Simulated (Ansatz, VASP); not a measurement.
One calculation of Nb2Br, two programs

The input INCAR:

```
SYSTEM = Nb2Br
ALGO = Normal
EDIFF = 1E-6
EDIFFG = -0.04
ENCUT = 600
GGA = PE
IBRION = 2
ISIF = 3
ISMEAR = 0
LASPH = .TRUE.
LCHARG = .FALSE.
LREAL = .FALSE.
LWAVE = .FALSE.
NELM = 60
NSW = 90
PREC = Accurate
SIGMA = 0.1
```

Contents of KPOINTS:

```
k-points
0
G
  6 6 6
  0 0 0
```

POSCAR

```
Nb2Br
1.0
    1.8240391981      1.0531095220      5.5090649910
   -1.8240391981      1.0531095220      5.5090649910
    0.0000000000     -2.1062190441      5.5090649910
Nb Br
2 1
Direct
    0.7500000000      0.7500000000      0.7500000000
    0.2500000000      0.2500000000      0.2500000000
    0.0000000000      0.0000000000      0.0000000000
```

Input for Ansatz:

```yaml
crystal:
  lattice:
    - [1.8240391981, 1.053109522, 5.509064991]
    - [-1.8240391981, 1.053109522, 5.509064991]
    - [0.0, -2.1062190441, 5.509064991]
  atoms:
    - { symbol: Nb, position: [0.75, 0.75, 0.75] }
    - { symbol: Nb, position: [0.25, 0.25, 0.25] }
    - { symbol: Br, position: [0.0, 0.0, 0.0] }
basis:
  ecutwfc: 420
kpoints:
  mp_grid: { grid: [6, 6, 6] }
hamiltonian:
  xc: pbe
scf:
  occupations: { method: gaussian, width: 0.1 }
  lower_state_search: "off"
output:
  forces: true
  stress: true
  eigenvalues: true
relax:
  adjacent_minimum: "off"
  f_tol: 0.04
  max_steps: 70
  cell: { stress_tol: 0.4 }
```

Alike in both runs: task relaxation of cell and atoms; functional PBE; k mesh 6 × 6 × 6; occupations gaussian, width 0.1 eV; no spin polarisation.

|  | VASP | Ansatz |
| --- | --- | --- |
| version | VASP 6.6.1 | Ansatz 0.2.0 |
| potentials or method | VASP PAW PBE potentials, release 64 (Nb_sv, Br), cutoff 600 eV | scalar-relativistic, plane waves, PAW |
| valence electrons in the cell | 33 | 33 |

|  | VASP | Ansatz | Ansatz less VASP |
| --- | --- | --- | --- |
| gap on the k mesh at the Fermi level, each at its own relaxed structure (eV) | none | none | - |
| relaxed volume (Å³/atom) | 20.20 | 20.25 | +0.053 |
| relaxed cell length with the largest relative difference (Å) | 6.697 | 6.699 | +0.0013 |

A gap of «none» marks a metal or a gap that the smearing closes.
